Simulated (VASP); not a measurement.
Here is a VASP 6.6.1 calculation.

POSCAR

```
ZnS
1.0
    0.0000000000      2.7046500000      2.5964640000
    2.7046500000      0.0000000000      2.5964640000
    2.7046500000      2.7046500000      0.0000000000
Zn S
1 1
Direct
    0.0000000000      0.0000000000      0.0000000000
    0.7500000000      0.7500000000      0.7500000000
```

The input INCAR.step1:

```
SYSTEM = ZnS
  PREC = Accurate
  ENCUT = 520
  ISMEAR = 0
  SIGMA = 0.05
  LREAL = .FALSE.
  LASPH = .TRUE.
  NELM = 100
  NBANDS = 16
  GGA = PE
  ALGO = Normal
  EDIFF = 1E-4
  LWAVE = .TRUE.
  LCHARG = .FALSE.
```

The input INCAR.step2:

```
SYSTEM = ZnS
  PREC = Accurate
  ENCUT = 520
  EDIFF = 1E-6
  ISMEAR = 0
  SIGMA = 0.05
  LREAL = .FALSE.
  LASPH = .TRUE.
  NELM = 100
  ALGO = Normal
  ISIF = 2
  LWAVE = .FALSE.
  LCHARG = .FALSE.
  METAGGA = R2SCAN
  LMIXTAU = .TRUE.
  NBANDS = 16
  ISTART = 1
```

File KPOINTS:

```
Automatic mesh
0
G
  8 8 8
  0 0 0
```

Potentials or basis: VASP PAW PBE potentials, release 64 (Zn, S).

Run with:

```console
$ cat potpaw_PBE.64/Zn/POTCAR potpaw_PBE.64/S/POTCAR > POTCAR
$ cp INCAR.step1 INCAR
$ mpirun -np 1 vasp_std > vasp.out
$ cp INCAR.step2 INCAR
$ mpirun -np 1 vasp_std > vasp.out
```

Estimate the band gap on the k mesh.

2.76 eV.

Predict the pressure.

2.5 GPa.

Stress tensor (GPa, compression positive):
```
1.93 0.00 0.00
0.00 1.93 0.00
0.00 0.00 3.54
```

Caveat: the cell differs from its parent crystal (strain +0.000 along x and y, -0.040 along z); the PAW data sets were made with another functional, which shifts forces and pressure a little.
